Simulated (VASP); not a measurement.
Set up this calculation in VASP 6.6.1, as the native input.

```yaml
Task: single point
Functional: PBEsol
Potentials_or_basis: VASP PAW PBE potentials, release 64 (Ir)
Cutoff: 520 eV
k_mesh: 17 × 17 × 17
Occupations: fermi-dirac, width 0.05 eV
Spin: no spin polarisation
Dipole_correction: no
Further_INCAR_settings: ALGO = Normal; EDIFF = 1e-07; NBANDS = 10
```

The structure of Ir lies in POSCAR:

```
Ir
1.0
    2.4065954278      0.0000000000      0.0000000000
    0.0000000000      2.4065954278      0.0000000000
    0.0000000000      0.0000000000      2.4065954278
Ir
1
Direct
    0.0000000000      0.0000000000      0.0000000000
```

This cell differs from its parent crystal: volume scaled by 0.85.

One way to write it, as run:

INCAR

```
PREC = Accurate
ENCUT = 520
EDIFF = 1E-7
ISMEAR = -1
SIGMA = 0.05
LREAL = False
LASPH = True
NELM = 80
ALGO = Normal
ISIF = 2
LWAVE = False
LCHARG = False
GGA = PS
NBANDS = 10
```

KPOINTS

```
regular mesh
0
Gamma
  17 17 17
```

Potentials or basis: VASP PAW PBE potentials, release 64 (Ir).

Command:

```bash
$ cat potpaw_PBE.64/Ir/POTCAR > POTCAR
$ mpirun -np 1 vasp_std > vasp.out
```

It gave:

```yaml
Pressure: 67.8 GPa
```

Caveat: the PAW data sets were made with another functional, which shifts forces and pressure a little.

Run time: 19 s on 1 thread of AMD EPYC 7R43 64-Core Processor (Zen 3) (shared host), peak memory 0.1 GiB.
